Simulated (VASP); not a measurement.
A run of VASP 6.6.1 is set up as follows.

File INCAR:

```
  ALGO = Normal
  EDIFF = 1E-6
  ENCUT = 520
  GGA = PS
  ISIF = 2
  ISMEAR = 0
  LASPH = T
  LCHARG = F
  LREAL = F
  LWAVE = F
  NBANDS = 16
  NELM = 60
  PREC = Accurate
  SIGMA = 0.02
```

Contents of KPOINTS:

```
k-points
0
Gamma
  10 10 10
```

The input POSCAR:

```
ZnS
1.0
    0.0000000000      2.6782590749      2.6782590749
    2.6782590749      0.0000000000      2.6782590749
    2.6782590749      2.6782590749      0.0000000000
Zn S
1 1
Direct
    0.0000000000      0.0000000000      0.0000000000
    0.7500000000      0.7500000000      0.7500000000
```

Potentials or basis: VASP PAW PBE potentials, release 64 (Zn, S).

Launch:

```bash
$ cat potpaw_PBE.64/Zn/POTCAR potpaw_PBE.64/S/POTCAR > POTCAR
$ mpirun -np 1 vasp_std > vasp.out
```

Question: Estimate the pressure.

Answer: 0.2 GPa.

Question: Estimate the band gap on the k mesh.

Answer: 2.09 eV, direct.

Caveat: the PAW data sets were made with another functional, which shifts forces and pressure a little.

**Experimental background.**

“Electronic, vibrational, and thermodynamic properties of ZnS (zincblende and rocksalt structure)”, 2009, arxiv:0911.5022 quotes, for a bulk crystal of ZnS at 19 K: band gap 3.85 eV (direct).

Measured gap of ZnS: 3.85 eV (direct; 19 K; quoted in “Electronic, vibrational, and thermodynamic properties of ZnS (zincblende and rocksalt structure)”, 2009, arxiv:0911.5022). This calculation gives 2.09 eV (-1.76 eV). The value is that of PBEsol, without temperature or zero-point motion. Semilocal functionals fall short of measured gaps as a rule.
